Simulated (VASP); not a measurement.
# Be (Fd-3m) in VASP: notebook

Be is run at these levels: PBE; tasks: relaxation of cell and atoms.

Everything below comes from runs of VASP 6.6.1. Logs are shortened: lines on timing, memory, paths and dates and some standing lists are left out, and cuts for length are marked.

### 1 The cell of the first run

Symmetry: Fd-3m, No. 227, cubic system. The conventional cell has a = 3.213 Å, b = 3.213 Å, c = 3.213 Å, α = 90.00°, β = 90.00°, γ = 90.00°. Within 1.9 Å of Be (site symmetry -43m) lie 4 Be at 1.39 Å.

This isn't the form of Be at room conditions, which is hcp.

### 2 Relaxation of cell and atoms, PBE, target pressure 270 GPa, at which the enthalpy is minimised

File INCAR:

```
  PREC = Accurate
  ENCUT = 600
  EDIFF = 1E-6
  ISMEAR = -1
  SIGMA = 0.1
  LREAL = False
  LASPH = True
  NELM = 80
  ALGO = Normal
  ISIF = 3
  LWAVE = False
  LCHARG = False
  GGA = PE
  IBRION = 2
  NSW = 60
  EDIFFG = -0.005
  PSTRESS = 2700.0
```

File KPOINTS:

```
Automatic mesh
0
Gamma
  19 19 19
```

File POSCAR:

```
Be
1.0
    0.0000000000      1.6065614016      1.6065614016
    1.6065614016      0.0000000000      1.6065614016
    1.6065614016      1.6065614016      0.0000000000
Be
2
Direct
   -0.1250000000     -0.1250000000     -0.1250000000
    0.1250000000      0.1250000000      0.1250000000
```

Potentials or basis: VASP PAW PBE potentials, release 64 (Be).

Run with:

```console
$ cat potpaw_PBE.64/Be/POTCAR > POTCAR
$ mpirun -np 1 vasp_std > vasp.out
```

OUTCAR:

```text
PREC = Accurate
   ENCUT = 600
   EDIFF = 1E-6
   ISMEAR = -1
   LREAL = False
   LASPH = True
   NELM = 80
   ISIF = 3
   GGA = PE
   IBRION = 2
   NSW = 60
   EDIFFG = -0.005
   PSTRESS = 2700.0

 ion  position               nearest neighbor table
   1  0.875  0.875  0.875-   2 1.39   2 1.39   2 1.39   2 1.39
   2  0.125  0.125  0.125-   1 1.39   1 1.39   1 1.39   1 1.39

  LATTYP: Found a face centered cubic cell.
 ALAT       =     3.2131228032

  Lattice vectors:

 A1 = (   0.0000000000,   1.6065614016,   1.6065614016)
 A2 = (   1.6065614016,   0.0000000000,   1.6065614016)
 A3 = (   1.6065614016,   1.6065614016,   0.0000000000)

Analysis of symmetry for initial positions (statically):
=====================================================================
 Subroutine PRICEL returns:
 Original cell was already a primitive cell.

 Routine SETGRP: Setting up the symmetry group for a
 face centered cubic supercell.

 Subroutine GETGRP returns: Found 48 space group operations
 (whereof 12 operations were pure point group operations)
 out of a pool of 48 trial point group operations.

The static configuration has the point symmetry D_3d.
 The point group associated with its full space group is O_h .

Analysis of symmetry for dynamics (positions and initial velocities):
=====================================================================
 Subroutine PRICEL returns:
 Original cell was already a primitive cell.

 Routine SETGRP: Setting up the symmetry group for a
 face centered cubic supercell.

 Subroutine GETGRP returns: Found 48 space group operations
 (whereof 12 operations were pure point group operations)
 out of a pool of 48 trial point group operations.

The dynamic configuration has the point symmetry D_3d.
 The point group associated with its full space group is O_h .

 Subroutine INISYM returns: Found 48 space group operations
 (whereof 12 operations are pure point group operations),
 and found     1 'primitive' translations

----------------------------------------------------------------------------------------

                                     Primitive cell

  volume of cell :       8.2932

  direct lattice vectors                    reciprocal lattice vectors
     0.000000000  1.606561402  1.606561402    -0.311223710  0.311223710  0.311223710
     1.606561402  0.000000000  1.606561402     0.311223710 -0.311223710  0.311223710
     1.606561402  1.606561402  0.000000000     0.311223710  0.311223710 -0.311223710

  length of vectors
     2.272020923  2.272020923  2.272020923     0.539055279  0.539055279  0.539055279

  position of ions in fractional coordinates (direct lattice)
     0.875000000  0.875000000  0.875000000
     0.125000000  0.125000000  0.125000000
[... 93 lines left out ...]
   EFERMI_NEDOS =   21; number of points for ismear=-14 and -15
   IALGO  =     38    algorithm
   IMIX   =      4    mixing-type and parameters
     AMIX     =   0.40;   BMIX     =  1.00
     AMIX_MAG =   1.60;   BMIX_MAG =  1.00
  volume/ion in A,a.u.               =       4.15        27.98
  Fermi-wavevector in a.u.,A,eV,Ry     =   1.283869  2.426161 22.426762  1.648321
  Thomas-Fermi vector in A             =   2.416097
   LORBIT       =      0    0 simple, 1 ext, 2 COOP (PROOUT), +10 PAW based schemes
   GGA     = PE    functional components
   LHFCALC =     F    Hartree Fock is set to
   AEXX    =    0.0000 exact exchange contribution
   IVDW    =     0    specifies the selected vdW correction
   LEPSILON=     F    determine dielectric tensor
   LRPA    =     F    only Hartree local field effects (RPA)
 conjugate gradient relaxation of ions
 non-spin polarized calculation
  energy-cutoff  :      600.00
  volume of cell :        8.29
 maximum number of plane-waves:       291
   NGX =  9   NGY =  9   NGZ =  9

--------------------------------------- Ionic step        1  -------------------------------------------

 number of electron       4.0000000 magnetization

 Free energy of the ion-electron system (eV)
  ---------------------------------------------------
  ext. energy  EPLUGINS =         0.00000000
  ---------------------------------------------------
  free energy    TOTEN  =         7.04971682 eV

  energy without entropy =        7.07696925  energy(sigma->0) =        7.06334304

------------------------ aborting loop because EDIFF is reached ----------------------------------------

  FORCE on cell =-STRESS in cart. coord.  units (eV):
  Direction    XX          YY          ZZ          XY          YZ          ZX
  --------------------------------------------------------------------------------------
  -------------------------------------------------------------------------------------
  Total       22.5163408     22.5163408     22.5163408     -0.0000000     -0.0000000      0.0000000
  in kB     4349.9715354   4349.9715354   4349.9715354     -0.0000000     -0.0000000      0.0000000
  external PRESSURE =    1649.9715354 kB  Pullay stress =    2700.0000000 kB
[... 25 lines left out ...]
--------------------------------------- Ionic step        2  -------------------------------------------

 number of electron       4.0000000 magnetization

 E-fermi :   6.8059     XC(G=0): -10.7993

 val. band max:        6.7934724514   @ k =   0.4737   0.3684   0.0000
 cond. band min:       6.8383099194   @ k =   0.4211   0.2632   0.0526
 fundamental gap:      0.0448374680
 Fermi energy:         6.8058629815

 k-point     1 :       0.0000    0.0000    0.0000
  band No.  band energies     occupation
      1      -3.9277      2.00000
      2      14.5264      0.00000
      3      14.5264      0.00000
      4      14.5264      0.00000
      5      17.7523      0.00000
      6      17.7523      0.00000
[... 278 lines left out ...]
  energy  without entropy=        2.7694369063  energy(sigma->0) =        2.75692274

  enthalpy is  TOTEN    =        20.1912240785 eV   P V=       17.4468155068

[... ionic steps 4 to 13 ...]

--------------------------------------- Ionic step       14  -------------------------------------------

 number of electron       4.0000000 magnetization

------------------------ aborting loop because EDIFF is reached ----------------------------------------
[... 71 lines left out ...]
--------------------------------------- Ionic step       16  -------------------------------------------

 number of electron       4.0000000 magnetization

 Free energy of the ion-electron system (eV)
  ---------------------------------------------------
  ext. energy  EPLUGINS =         0.00000000
  ---------------------------------------------------
  free energy    TOTEN  =         3.13440106 eV

  energy without entropy =        3.15954026  energy(sigma->0) =        3.14697066

 E-fermi :  10.9000     XC(G=0): -12.1323

 val. band max:       10.8824562838   @ k =   0.4737   0.3158   0.1579
 cond. band min:      10.9022841823   @ k =  -0.4737   0.4737   0.0526
 fundamental gap:      0.0198278985
 Fermi energy:        10.9000344549

 k-point     1 :       0.0000    0.0000    0.0000
  band No.  band energies     occupation
      1      -2.1162      2.00000
      2      20.5841      0.00000
      3      20.5841      0.00000
      4      20.5841      0.00000
      5      24.2133      0.00000
      6      24.2133      0.00000
[... 240 lines left out ...]
  energy  without entropy=        3.1595402602  energy(sigma->0) =        3.14697066

  enthalpy is  TOTEN    =        20.1796179851 eV   P V=       17.0452169271

 reached required accuracy - stopping structural energy minimisation
```

OSZICAR:

```text
N       E                     dE             d eps       ncg     rms          rms(c)
DAV:   1     0.149143794949E+02    0.14914E+02   -0.21537E+03  2670   0.680E+02
DAV:   2     0.659544417717E+01   -0.83189E+01   -0.80810E+01  3894   0.103E+02
DAV:   3     0.655383237135E+01   -0.41612E-01   -0.40969E-01  3096   0.631E+00
DAV:   4     0.655379559461E+01   -0.36777E-04   -0.36774E-04  3660   0.191E-01
[... 77 lines left out ...]
       N       E                     dE             d eps       ncg     rms          rms(c)
DAV:   1     0.313439872436E+01   -0.21265E-01   -0.72082E-05  2688   0.963E-02    0.491E-03
DAV:   2     0.313439983669E+01    0.11123E-05   -0.65901E-07  2064   0.760E-03    0.298E-03
DAV:   3     0.313440103640E+01    0.11997E-05   -0.19032E-07  1320   0.374E-03    0.116E-04
DAV:   4     0.313440105796E+01    0.21564E-07   -0.42188E-09  1320   0.887E-04
  16 F= 0.20179618E+02 E0= 0.20192188E+02  d E =-.128429E-03
```

CONTCAR:

```text
Be
   1.00000000000000
     0.0000000000000001    1.7164841008926013    1.7164841008926024
     1.7164841008926006    0.0000000000000000    1.7164841008926024
     1.7164841008926006    1.7164841008926013    0.0000000000000001
  Be
     2
Direct
     0.8750000000000000    0.8750000000000000    0.8750000000000000
     0.1250000000000000    0.1250000000000000    0.1250000000000000

  0.00000000E+00  0.00000000E+00  0.00000000E+00
  0.00000000E+00  0.00000000E+00  0.00000000E+00
```

Wall time 32 s (1 thread of Intel Xeon Platinum 8559C (Emerald Rapids), shared host); peak memory 0.12 GiB.

Results:

* Free energy: 3.1344 eV
* Relaxed volume: 5.06 Å³/atom
* Relaxed cell: a = 2.427 Å, b = 2.427 Å, c = 2.427 Å, α = 60.00°, β = 60.00°, γ = 60.00°
* Space group after relaxing (to 0.1 Å): Fd-3m (No. 227)
* Energy change on relaxing (the run minimises the enthalpy): -1957.7 meV/atom
* Ionic steps: 16
* Pressure after relaxing: 270.0 GPa
* Band gap on the k mesh: zero (bands 2 and 3 overlap by 10.91 eV)

Step by step:
```tsv
step	energy change (eV)	largest force (eV/Å)	pressure (GPa)	volume (Å³)
1	0.0000	0.0000	435.00	8.29
2	-8.5745	0.0000	99.51	14.55
3	-4.3053	0.0000	254.62	10.35
4	-3.9308	0.0000	269.38	10.12
5	-3.8649	0.0000	272.00	10.08
6	-3.8669	0.0000	271.92	10.09
7	-3.8729	0.0000	271.68	10.09
8	-3.8729	0.0000	271.68	10.09
9	-3.8731	0.0000	271.67	10.09
10	-3.8734	0.0000	271.66	10.09
11	-3.8741	0.0000	271.63	10.09
12	-3.8754	0.0000	271.58	10.09
13	-3.8781	0.0000	271.48	10.09
14	-3.8834	0.0000	271.26	10.10
15	-3.8941	0.0000	270.84	10.10
16	-3.9153	0.0000	270.00	10.11
```

Final structure:
```
CELL_PARAMETERS angstrom
0.00000 1.71648 1.71648
1.71648 0.00000 1.71648
1.71648 1.71648 0.00000
ATOMIC_POSITIONS crystal
Be 0.87500 0.87500 0.87500
Be 0.12500 0.12500 0.12500
```

Caveat: the cell is relaxed towards a set pressure, so the run minimises the enthalpy, not the energy; the volume moved by over 15 % at a fixed basis, so the end points are rough.

### 3 Relaxation of cell and atoms, PBE, target pressure 270 GPa, at which the enthalpy is minimised

This run uses another cell than the first one, of 5.04 Å³/atom.

File INCAR:

```
SYSTEM = Be
ALGO = Normal
EDIFF = 1E-7
EDIFFG = -0.005
ENCUT = 600
GGA = PE
IBRION = 2
ISIF = 3
ISMEAR = -1
LASPH = .True.
LCHARG = .False.
LREAL = .False.
LWAVE = .False.
NELM = 100
NSW = 32
PREC = Accurate
PSTRESS = 2700.0
SIGMA = 0.1
```

File KPOINTS:

```
k-points
0
Gamma
  19 19 19
  0 0 0
```

File POSCAR:

```
Be
1.0
    0.0000000000      1.7143834135      1.7143834135
    1.7143834135      0.0000000000      1.7143834135
    1.7143834135      1.7143834135      0.0000000000
Be
2
Direct
   -0.1250000000     -0.1250000000     -0.1250000000
    0.1250000000      0.1250000000      0.1250000000
```

Potentials or basis: VASP PAW PBE potentials, release 64 (Be).

Run with:

```console
$ cat potpaw_PBE.64/Be/POTCAR > POTCAR
$ mpirun -np 1 vasp_std > vasp.out
```

Wall time 15 s (1 thread of Intel Xeon Platinum 8559C (Emerald Rapids), shared host); peak memory 0.12 GiB.

It converged, with:

* Free energy: 3.1347 eV
* Relaxed volume: 5.06 Å³/atom
* Relaxed cell: a = 2.427 Å, b = 2.427 Å, c = 2.427 Å, α = 60.00°, β = 60.00°, γ = 60.00°
* Space group after relaxing (to 0.1 Å): Fd-3m (No. 227)
* Energy change on relaxing (the run minimises the enthalpy): -31.2 meV/atom
* Ionic steps: 3
* Pressure after relaxing: 270.0 GPa
* Band gap on the k mesh: zero (bands 2 and 3 overlap by 10.91 eV)

The path:
| step | energy change (eV) | largest force (eV/Å) | pressure (GPa) | volume (Å³) |
| --- | --- | --- | --- | --- |
| 1 | 0.0000 | 0.0000 | 272.49 | 10.08 |
| 2 | -0.1923 | 0.0000 | 264.87 | 10.19 |
| 3 | -0.0623 | 0.0000 | 270.02 | 10.11 |

Final structure:
```yaml
crystal:
  lattice:
    - [0.00000, 1.71647, 1.71647]
    - [1.71647, 0.00000, 1.71647]
    - [1.71647, 1.71647, 0.00000]
  atoms:
    - { symbol: Be, position: [0.87500, 0.87500, 0.87500] }
    - { symbol: Be, position: [0.12500, 0.12500, 0.12500] }
```

Levels at points of the mesh, in eV from the Fermi level:
```
           k point  band 1  band 2  band 3  band 4  band 5  band 6
(0.00, 0.00, 0.00)  -13.02    9.68    9.68    9.68   13.31   13.31
```

Caveat: the cell is relaxed towards a set pressure, so the run minimises the enthalpy, not the energy.
